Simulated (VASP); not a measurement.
# TaTlO2 (P6/mmm) in VASP: further runs

The runs below take TaTlO2 through single point, with PBE.

All numbers are computed with VASP 6.6.1; they aren't measurements. Logs are shortened: lines on timing, memory, paths and dates and some standing lists are left out, and cuts for length are marked.

**1. The cell of the first run**

Symmetry: P6/mmm, No. 191, hexagonal system. The conventional cell has a = 3.676 Å, b = 3.676 Å, c = 5.940 Å, α = 90.00°, β = 90.00°, γ = 120.00°. Ta (site symmetry 6/mmm) has 6 O at 2.12 Å within 2.8 Å. Tl (site symmetry 6/mmm) has 2 Ta at 2.97 Å and 12 O at 3.65 Å and 6 Tl at 3.68 Å within 3.9 Å. Within 2.8 Å of O (site symmetry -6m2) lie 3 O at 2.12 Å and 3 Ta at 2.12 Å.

The cell was built from a structure type or drawn by symmetry, and may not be a known phase.

**2. Single point, PBE**

Input file INCAR:

```
ALGO = Normal
EDIFF = 1E-6
ENCUT = 520
GGA = PE
ISIF = 2
ISMEAR = 0
LASPH = True
LCHARG = True
LELF = True
LREAL = False
LVHAR = True
LWAVE = False
NBANDS = 26
NELM = 60
PREC = Accurate
SIGMA = 0.1
```

Input file KPOINTS:

```
k-points
0
Gamma
  6 6 2
```

Input file POSCAR:

```
TaTlO2
1.0
    3.6762308620      0.0000000000      0.0000000000
   -1.8381154310      3.1837093166      0.0000000000
    0.0000000000      0.0000000000      5.9398502473
Ta Tl O
1 1 2
Direct
    0.0000000000      0.0000000000      0.5000000000
    0.0000000000      0.0000000000      0.0000000000
    0.3333333333      0.6666666667      0.5000000000
    0.6666666667      0.3333333333      0.5000000000
```

Potentials or basis: VASP PAW PBE potentials, release 64 (Ta_pv, Tl_d, O).

Started as:

```sh
> cat potpaw_PBE.64/Ta_pv/POTCAR potpaw_PBE.64/Tl_d/POTCAR potpaw_PBE.64/O/POTCAR > POTCAR
> mpirun -np 1 vasp_std > vasp.out
```

OUTCAR:

```text
EDIFF = 1E-6
   ENCUT = 520
   GGA = PE
   ISIF = 2
   ISMEAR = 0
   LASPH = True
   LREAL = False
   NELM = 60
   PREC = Accurate

 ion  position               nearest neighbor table
   1  0.000  0.000  0.500-   3 2.12   4 2.12   3 2.12   4 2.12   4 2.12   3 2.12   2 2.97   2 2.97

   2  0.000  0.000  0.000-   1 2.97   1 2.97
   3  0.333  0.667  0.500-   1 2.12   1 2.12   1 2.12
   4  0.667  0.333  0.500-   1 2.12   1 2.12   1 2.12

  LATTYP: Found a hexagonal cell.
 ALAT       =     3.6762308620
 C/A-ratio  =     1.6157446228

  Lattice vectors:

 A1 = (   3.6762308620,   0.0000000000,   0.0000000000)
 A2 = (  -1.8381154310,   3.1837093166,   0.0000000000)
 A3 = (   0.0000000000,   0.0000000000,   5.9398502473)

Analysis of symmetry for initial positions (statically):
=====================================================================
 Subroutine PRICEL returns:
 Original cell was already a primitive cell.

 Routine SETGRP: Setting up the symmetry group for a
 hexagonal supercell.

 Subroutine GETGRP returns: Found 24 space group operations
 (whereof 24 operations were pure point group operations)
 out of a pool of 24 trial point group operations.

The static configuration has the point symmetry D_6h.

Analysis of symmetry for dynamics (positions and initial velocities):
=====================================================================
 Subroutine PRICEL returns:
 Original cell was already a primitive cell.

 Routine SETGRP: Setting up the symmetry group for a
 hexagonal supercell.

 Subroutine GETGRP returns: Found 24 space group operations
 (whereof 24 operations were pure point group operations)
 out of a pool of 24 trial point group operations.

The dynamic configuration has the point symmetry D_6h.

 Subroutine INISYM returns: Found 24 space group operations
 (whereof 24 operations are pure point group operations),
 and found     1 'primitive' translations

----------------------------------------------------------------------------------------

                                     Primitive cell

  volume of cell :      69.5203

  direct lattice vectors                    reciprocal lattice vectors
     3.676230862  0.000000000  0.000000000     0.272017737  0.157049514  0.000000000
    -1.838115431  3.183709317  0.000000000     0.000000000  0.314099027  0.000000000
     0.000000000  0.000000000  5.939850247     0.000000000  0.000000000  0.168354413

  length of vectors
     3.676230862  3.676230862  5.939850247     0.314099027  0.314099027  0.168354413

  position of ions in fractional coordinates (direct lattice)
     0.000000000  0.000000000  0.500000000
     0.000000000  0.000000000  0.000000000
     0.333333333  0.666666667  0.500000000
     0.666666667  0.333333333  0.500000000

  ion indices of the primitive-cell ions
   primitive index   ion index
                 1           1
                 2           2
                 3           3
                 4           4

----------------------------------------------------------------------------------------

 KPOINTS: k-points

Automatic generation of k-mesh.
 Grid dimensions read from file:
 generate k-points for:    6    6    2

 Generating k-lattice:

  Cartesian coordinates                     Fractional coordinates (reciprocal lattice)
     0.045336290  0.026174919  0.000000000     0.166666667 -0.000000000  0.000000000
     0.000000000  0.052349838  0.000000000     0.000000000  0.166666667  0.000000000
     0.000000000  0.000000000  0.084177206     0.000000000  0.000000000  0.500000000

  Length of vectors
     0.052349838  0.052349838  0.084177206

  Shift w.r.t. Gamma in fractional coordinates (k-lattice)
     0.000000000  0.000000000  0.000000000

 Subroutine IBZKPT returns following result:
 ===========================================

 Found     14 irreducible k-points:

 Following reciprocal coordinates:
            Coordinates               Weight
  0.000000  0.000000  0.000000      1.000000
  0.166667  0.000000  0.000000      6.000000
  0.333333  0.000000  0.000000      6.000000
  0.500000  0.000000  0.000000      3.000000
  0.166667  0.166667  0.000000      6.000000
  0.333333  0.166667  0.000000     12.000000
  0.333333  0.333333  0.000000      2.000000
  0.000000  0.000000  0.500000      1.000000
  0.166667  0.000000  0.500000      6.000000
  0.333333  0.000000  0.500000      6.000000
  0.500000  0.000000  0.500000      3.000000
  0.166667  0.166667  0.500000      6.000000
  0.333333  0.166667  0.500000     12.000000
  0.333333  0.333333  0.500000      2.000000
   k-points           NKPTS =     14   k-points in BZ     NKDIM =     14   number of bands    NBANDS=     26
   number of dos      NEDOS =    301   number of ions     NIONS =      4
   total plane-waves  NPLWV =  37632
   dimension x,y,z NGX =    28 NGY =   28 NGZ =   48
   dimension x,y,z NGXF=    56 NGYF=   56 NGZF=   96
   ions per type =               1   1   2
   NGX,Y,Z   is equivalent  to a cutoff of  12.66, 12.66, 13.43 a.u.
   NGXF,Y,Z  is equivalent  to a cutoff of  25.32, 25.32, 26.87 a.u.
 SYSTEM =  unknown system
   PREC   = accura    normal or accurate (medium, high low for compatibility)
   ISTART =      0    job   : 0-new  1-cont  2-samecut
   ICHARG =      2    charge: 1-file 2-atom 10-const
   ISPIN  =      1    spin polarized calculation?
   LNONCOLLINEAR =      F non collinear calculations
   LSORBIT =      F    spin-orbit coupling
   LASPH  =      T    aspherical Exc in radial PAW
   ENCUT  =  520.0 eV  38.22 Ry    6.18 a.u.   6.84  6.84 11.04*2*pi/ulx,y,z
   NELM   =     60;   NELMIN=  2; NELMDL= -5     # of ELM steps
   EDIFF  = 0.1E-05   stopping-criterion for ELM
   LREAL  =      F    real-space projection
   EDIFFG = 0.1E-04   stopping-criterion for IOM
   NSW    =      0    number of steps for IOM
   IBRION =     -1    ionic relax: 0-MD 1-quasi-New 2-CG
   NFREE  =      0    steps in history (QN), initial steepest desc. (CG)
   ISIF   =      2    stress and relaxation
   ISYM   =      2    0-nonsym 1-usesym 2-fastsym
   POTIM  = 0.5000    time-step for ionic-motion
   TEBEG  =    0.0;   TEEND  =   0.0 temperature during run
   PSTRESS=    0.0 pullay stress
   NELECT =      36.0000    total number of electrons
   NUPDOWN=      -1.0000    fix difference up-down
   EMIN   =  10.00;   EMAX   =-10.00  energy-range for DOS
   EFERMI =   0.00;   METHOD = LEGACY
   ISMEAR =     0;   SIGMA  =   0.10  broadening in eV -4-tet -1-fermi 0-gaus
   EFERMI_NEDOS =   21; number of points for ismear=-14 and -15
   IALGO  =     38    algorithm
   IMIX   =      4    mixing-type and parameters
     AMIX     =   0.40;   BMIX     =  1.00
     AMIX_MAG =   1.60;   BMIX_MAG =  1.00
  volume/ion in A,a.u.               =      17.38       117.29
  Fermi-wavevector in a.u.,A,eV,Ry     =   1.314635  2.484299 23.514466  1.728264
  Thomas-Fermi vector in A             =   2.444874
   LORBIT       =      0    0 simple, 1 ext, 2 COOP (PROOUT), +10 PAW based schemes
   GGA     = PE    functional components
   LHFCALC =     F    Hartree Fock is set to
   AEXX    =    0.0000 exact exchange contribution
   IVDW    =     0    specifies the selected vdW correction
   LEPSILON=     F    determine dielectric tensor
   LRPA    =     F    only Hartree local field effects (RPA)
 non-spin polarized calculation
 Gauss-broadening in eV      SIGMA  =   0.10
  energy-cutoff  :      520.00
  volume of cell :       69.52
 maximum number of plane-waves:      1898
 NGX is ok and might be reduce to    28
   NGX = 13   NGY = 13   NGZ = 23

 number of electron      36.0000001 magnetization

 Free energy of the ion-electron system (eV)
  ---------------------------------------------------
  ext. energy  EPLUGINS =         0.00000000
  ---------------------------------------------------
  free energy    TOTEN  =       -28.64025060 eV

  energy without entropy =      -28.62459479  energy(sigma->0) =      -28.63242270

 E-fermi :   5.1725     XC(G=0): -10.4521

 val. band max:        5.1462735332   @ k =   0.3333   0.0000   0.5000
 cond. band min:       5.2370124701   @ k =   0.3333   0.3333   0.0000
 fundamental gap:      0.0907389369
 Fermi energy:         5.1725451521

 k-point     1 :       0.0000    0.0000    0.0000
  band No.  band energies     occupation
      1     -31.1454      2.00000
      2     -30.6796      2.00000
      3     -30.6796      2.00000
      4     -15.5475      2.00000
      5     -11.3092      2.00000
      6      -7.1742      2.00000
[... 18 lines left out ...]
     25      12.8270      0.00000
     26      12.8270      0.00000

 k-point     2 :       0.1667    0.0000    0.0000
  band No.  band energies     occupation
      1     -31.1423      2.00000
      2     -30.7330      2.00000
      3     -30.6896      2.00000
      4     -15.1823      2.00000
      5     -11.7691      2.00000
      6      -7.1443      2.00000
[... 18 lines left out ...]
     25      12.4273      0.00000
     26      13.2753      0.00000

 k-point     3 :       0.3333    0.0000    0.0000
  band No.  band energies     occupation
      1     -31.1361      2.00000
      2     -30.8371      2.00000
      3     -30.7095      2.00000
      4     -14.3041      2.00000
      5     -12.6068      2.00000
      6      -7.1007      2.00000
[... 18 lines left out ...]
     25      11.7758      0.00000
     26      13.5770      0.00000

 k-point     4 :       0.5000    0.0000    0.0000
  band No.  band energies     occupation
      1     -31.1330      2.00000
      2     -30.8878      2.00000
      3     -30.7194      2.00000
      4     -13.4364      2.00000
      5     -13.3586      2.00000
      6      -7.0884      2.00000
[... 18 lines left out ...]
     25      11.5153      0.00000
     26      13.4013      0.00000
[... 206 lines left out ...]
      1     -31.1399      2.00000
      2     -30.8010      2.00000
      3     -30.7153      2.00000
      4     -14.5594      2.00000
      5     -12.3709      2.00000
      6      -7.0019      2.00000
[... 18 lines left out ...]
     25      11.5574      0.00000
     26      14.2284      0.00000

 k-point    13 :       0.3333    0.1667    0.5000
  band No.  band energies     occupation
      1     -31.1353      2.00000
      2     -30.8599      2.00000
      3     -30.7484      2.00000
      4     -13.7142      2.00000
      5     -13.0240      2.00000
      6      -6.9658      2.00000
[... 18 lines left out ...]
     25      11.1575      0.00000
     26      12.4834      0.00000

 k-point    14 :       0.3333    0.3333    0.5000
  band No.  band energies     occupation
      1     -31.1338      2.00000
      2     -30.8198      2.00000
      3     -30.8198      2.00000
      4     -13.2913      2.00000
      5     -13.2913      2.00000
      6      -6.9300      2.00000
[... 18 lines left out ...]
     25      11.8826      0.00000
     26      11.8826      0.00000

------------------------ aborting loop because EDIFF is reached ----------------------------------------

  FORCE on cell =-STRESS in cart. coord.  units (eV):
  Direction    XX          YY          ZZ          XY          YZ          ZX
  --------------------------------------------------------------------------------------
  -------------------------------------------------------------------------------------
  Total        0.1502207      0.1502207     -0.1110097      0.0000000      0.0000000     -0.0000000
  in kB        3.4620119      3.4620119     -2.5583500      0.0000000      0.0000000     -0.0000000
  external PRESSURE =       1.4552246 kB  Pullay stress =       0.0000000 kB

 VOLUME and BASIS-vectors are now :
 -----------------------------------------------------------------------------
  energy-cutoff  :      520.00
  volume of cell :       69.52
      direct lattice vectors                 reciprocal lattice vectors
     3.676230862  0.000000000  0.000000000     0.272017737  0.157049514  0.000000000
    -1.838115431  3.183709317  0.000000000     0.000000000  0.314099027  0.000000000
     0.000000000  0.000000000  5.939850247     0.000000000  0.000000000  0.168354413

 POSITION                                       TOTAL-FORCE (eV/Angst)
 -----------------------------------------------------------------------------------
      0.00000      0.00000      2.96993         0.000000     -0.000000      0.000000
      0.00000      0.00000      0.00000         0.000000     -0.000000      0.000000
     -0.00000      2.12247      2.96993         0.000000      0.000000      0.000000
      1.83812      1.06124      2.96993        -0.000000      0.000000      0.000000
 -----------------------------------------------------------------------------------
    total drift:                               -0.000000      0.000000      0.000000

  FREE ENERGIE OF THE ION-ELECTRON SYSTEM (eV)
  ---------------------------------------------------
  free  energy   TOTEN  =       -28.6402506012 eV

  energy  without entropy=      -28.6245947935  energy(sigma->0) =      -28.63242270
```

Wall time 53 s (1 thread of Intel Xeon 8259CL, shared host); peak memory 0.19 GiB.

Results:

```
Free energy            : -28.6403 eV
Pressure               : 0.1 GPa
Band gap on the k mesh : zero (bands 18 and 19 overlap by 1.33 eV)
```

Caveat: the k points lie up to 0.53 Å⁻¹ apart, too coarse for converged energies and pressures of a metal; spin-orbit coupling is left out, which moves the levels of the heavy elements.

**3. Single point, PBE**

This run uses another cell than the first one, of 19.70 Å³/atom.

Input file INCAR:

```
SYSTEM = TaTlO2
PREC     = Accurate       ! precision mode
ENCUT    = 520            ! plane-wave cutoff, eV
EDIFF    = 1E-6           ! SCF threshold, eV
ISMEAR   = 0              ! smearing method
SIGMA    = 0.1            ! smearing width, eV
LREAL    = .False.        ! projectors in reciprocal space
LASPH    = .True.         ! aspherical terms in the spheres
NELM     = 80             ! most SCF steps
ALGO     = Normal         ! electronic algorithm
ISIF     = 2              ! what is computed and relaxed
LWAVE    = .False.        ! write WAVECAR
LCHARG   = .False.        ! write CHGCAR
GGA      = PE             ! functional
NBANDS   = 26             ! bands
```

Input file KPOINTS:

```
Automatic mesh
0
Gamma
  6 6 2
  0 0 0
```

Input file POSCAR:

```
TaTlO2
1.0
    3.3059518200      0.0000000000      0.0000000000
   -1.6529759100      2.8630382600      0.0000000000
    0.0000000000      0.0000000000      8.3236650000
Ta Tl O
1 1 2
Direct
    0.0000000000      0.0000000000      0.5000000000
    0.0000000000      0.0000000000      0.0000000000
    0.3333333300      0.6666666700      0.5000000000
    0.6666666700      0.3333333300      0.5000000000
```

Potentials or basis: VASP PAW PBE potentials, release 64 (Ta_pv, Tl_d, O).

Started as:

```sh
> cat potpaw_PBE.64/Ta_pv/POTCAR potpaw_PBE.64/Tl_d/POTCAR potpaw_PBE.64/O/POTCAR > POTCAR
> mpirun -np 1 vasp_std > vasp.out
```

Wall time 89 s (1 thread of Intel Xeon 8259CL, shared host); peak memory 0.22 GiB.

The run converged. Its results:

```yaml
Free_energy: -24.7383 eV
Pressure: 44.1 GPa
Band_gap_on_the_k_mesh: zero (bands 18 and 19 overlap by 0.95 eV)
```

Stress tensor (GPa, compression positive):
```
68.26  0.00  0.00
 0.00 68.26  0.00
 0.00  0.00 -4.26
```

Levels at points of the mesh, in eV from the Fermi level:
| k point | band 14 | band 15 | band 16 | band 17 | band 18 | band 19 | band 20 | band 21 | band 22 | band 23 |
| --- | --- | --- | --- | --- | --- | --- | --- | --- | --- | --- |
| (0.00, 0.00, 0.00) | -6.60 | -1.71 | -1.23 | -0.86 | -0.02 | -0.02 | 1.90 | 1.90 | 6.71 | 6.94 |
| (0.50, 0.00, 0.00) | -4.15 | -3.95 | -3.73 | -1.61 | -1.53 | 0.55 | 1.07 | 2.51 | 4.98 | 6.28 |
| (0.00, 0.00, 0.50) | -6.49 | -2.44 | -1.71 | -0.02 | -0.02 | 1.36 | 1.90 | 1.90 | 3.61 | 9.47 |
| (0.50, 0.00, 0.50) | -4.18 | -3.95 | -3.66 | -1.56 | -1.54 | -0.02 | 1.07 | 4.11 | 4.91 | 5.23 |

Caveat: the k points lie up to 0.38 Å⁻¹ apart, too coarse for converged energies and pressures of a metal; spin-orbit coupling is left out, which moves the levels of the heavy elements.

**4. Single point, PBE**

This run uses another cell than the first one, of 18.04 Å³/atom.

Input file INCAR:

```
PREC = Accurate
ENCUT = 520
EDIFF = 1E-6
ISMEAR = 0
SIGMA = 0.1
LREAL = F
LASPH = T
NELM = 100
ALGO = Normal
ISIF = 2
LWAVE = F
LCHARG = F
GGA = PE
NBANDS = 26
```

Input file KPOINTS:

```
Automatic mesh
0
Gamma
  6 6 4
```

Input file POSCAR:

```
TaTlO2
1.0
    3.6762838326      0.0000000000      0.0000000000
   -1.8381419163      3.1837551905      0.0000000000
    0.0000000000      0.0000000000      6.1648209370
Ta Tl O
1 1 2
Direct
    0.0000000000      0.0000000000      0.5000000000
    0.0000000000      0.0000000000      0.0000000000
    0.3333333333      0.6666666667      0.5000000000
    0.6666666667      0.3333333333      0.5000000000
```

Started as:

```sh
> cat potpaw_PBE.64/Ta_pv/POTCAR potpaw_PBE.64/Tl_d/POTCAR potpaw_PBE.64/O/POTCAR > POTCAR
> mpirun -np 1 vasp_std > vasp.out
```

It took 66 s on 1 thread of Intel Xeon 8259CL, shared host; peak memory 0.21 GiB.

The run converged. Its results:

```
Free energy            : -28.6887 eV
Pressure               : 0.2 GPa
Band gap on the k mesh : zero (bands 18 and 19 overlap by 1.57 eV)
```

Stress tensor (GPa, compression positive):
```
 0.41  0.00  0.00
 0.00  0.41  0.00
 0.00  0.00 -0.22
```

Levels at points of the mesh, in eV from the Fermi level:
| k point | band 15 | band 16 | band 17 | band 18 | band 19 | band 20 | band 21 | band 22 |
| --- | --- | --- | --- | --- | --- | --- | --- | --- |
| (0.00, 0.00, 0.00) | -1.38 | -0.88 | -0.88 | 0.95 | 1.20 | 1.20 | 1.20 | 7.38 |
| (0.50, 0.00, 0.00) | -3.00 | -2.82 | -1.66 | -1.01 | 0.74 | 1.84 | 1.98 | 3.36 |
| (0.00, 0.00, 0.50) | -2.82 | -1.38 | -0.87 | -0.87 | 1.04 | 1.04 | 4.79 | 8.04 |
| (0.50, 0.00, 0.50) | -3.00 | -2.54 | -1.65 | -1.58 | -0.49 | 0.49 | 3.51 | 3.69 |

Caveat: spin-orbit coupling is left out, which moves the levels of the heavy elements.

**5. The runs side by side**

```tsv
cell	k mesh	gap on the mesh (eV)	pressure (GPa)
a = 3.676, b = 3.676, c = 5.940 Å, angles 90.0, 90.0, 120.0°, 4 atoms	6 × 6 × 2	none	0.1
a = 3.306, b = 3.306, c = 8.324 Å, angles 90.0, 90.0, 120.0°, 4 atoms	6 × 6 × 2	none	44.1
a = 3.676, b = 3.676, c = 6.165 Å, angles 90.0, 90.0, 120.0°, 4 atoms	6 × 6 × 4	none	0.2
```

Alike in all rows: task single point; level PBE; potentials or basis VASP PAW PBE potentials, release 64 (Ta_pv, Tl_d, O); no spin polarisation; cutoff (eV) 520; smearing gaussian 0.1 eV.

Caveats: some runs use coarse meshes; spin-orbit coupling is left out, which moves the levels of the heavy elements.

Total energies depend on the potentials used, so only differences within one code and one set of settings carry meaning.
